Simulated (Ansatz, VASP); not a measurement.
One calculation of ZnS, two programs

```
CELL_PARAMETERS angstrom
5.40400 0.00000 0.00000
0.00000 5.40400 0.00000
0.00000 0.00000 5.40400
ATOMIC_POSITIONS crystal
Zn 0.25000 0.25000 0.25000
Zn 0.75000 0.75000 0.25000
Zn 0.75000 0.25000 0.75000
Zn 0.25000 0.75000 0.75000
S 0.00000 0.00000 0.00000
S 0.50000 0.50000 0.00000
S 0.50000 0.00000 0.50000
S 0.00000 0.50000 0.50000
```

Alike in both runs: task electric field gradients; functional PBEsol; k mesh 3 × 3 × 3; no spin polarisation.

```csv
,VASP,Ansatz
version,VASP 6.6.1,Ansatz 0.2.0
potentials or method,"VASP PAW PBE potentials, release 64 (Zn, S)","plane-wave PAW, scalar-relativistic"
plane-wave cutoff (eV),520,420
occupations,"gaussian, width 0.01 eV",fixed
valence electrons in the cell,72,72
```

```tsv
	VASP	Ansatz	Ansatz less VASP
gap on the k mesh at the Fermi level (eV)	1.98	1.97	-0.010
```

VASP's potentials were made for PBE, not for PBEsol, and Ansatz warns of the same on its side.
